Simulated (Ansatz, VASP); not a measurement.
**HfN in VASP and in Ansatz**

Contents of INCAR:

```
SYSTEM = HfN
  ALGO = Normal
  EDIFF = 1E-7
  EDIFFG = -0.01
  ENCUT = 600
  GGA = CA
  GGA_COMPAT = .FALSE.
  IBRION = 2
  ISIF = 3
  ISMEAR = -1
  LASPH = .TRUE.
  LCHARG = .FALSE.
  LREAL = .FALSE.
  LWAVE = .FALSE.
  NELM = 120
  NELMIN = 4
  NSW = 80
  PREC = Accurate
  SIGMA = 0.15
```

KPOINTS

```
k-points
0
G
  10 10 10
  0 0 0
```

The input POSCAR:

```
HfN
1.0
    0.0000000000      2.4548220000      2.4548220000
    2.4548220000      0.0000000000      2.4548220000
    2.4548220000      2.4548220000      0.0000000000
Hf N
1 1
Direct
    0.0000000000      0.0000000000      0.0000000000
    0.2500000000      0.2500000000      0.2500000000
```

Input for Ansatz:

```yaml
crystal:
  lattice:
    bravais: fcc
    a: 4.909644
  space_group: 216
  atoms:
    - { symbol: Hf, position: [0.0, 0.0, 0.0] }
    - { symbol: "N", position: [0.25, 0.25, 0.25] }
  reduce_to_primitive: true
kpoints:
  mp_grid:
    grid: [10, 10, 10]
hamiltonian:
  xc: lda
  dispersion: none
scf:
  convergence:
    dr2_threshold: 1.0e-09
  occupations:
    method: fermi_dirac
    width: 0.15
relax:
  max_steps: 60
  cell: {}
```

Alike in both runs: task relaxation of cell and atoms; functional LDA; k mesh 10 × 10 × 10; occupations fermi-dirac, width 0.15 eV; no spin polarisation.

|  | VASP | Ansatz |
| --- | --- | --- |
| version | VASP 6.6.1 | Ansatz 0.2.0 |
| potentials or method | VASP PAW LDA potentials, release 64 (Hf_pv, N) | plane waves, PAW |
| plane-wave cutoff (eV) | 600 | 420 |
| valence electrons in the cell | 15 | 31 |

|  | VASP | Ansatz | Ansatz less VASP |
| --- | --- | --- | --- |
| relaxed volume (Å³/atom) | 14.07 | 14.09 | +0.013 |
| relaxed cell length with the largest relative difference (Å) | 3.414 | 3.415 | +0.0011 |

LDA's correlation is that of Perdew and Zunger in VASP and of Perdew and Wang (1992) in Ansatz. VASP's potentials hold 15 valence electrons a cell and Ansatz's 31, so a difference there can come from the potentials and not from the codes. Ansatz's warnings: stress scf threshold loose.

Neither program's run includes spin-orbit coupling.
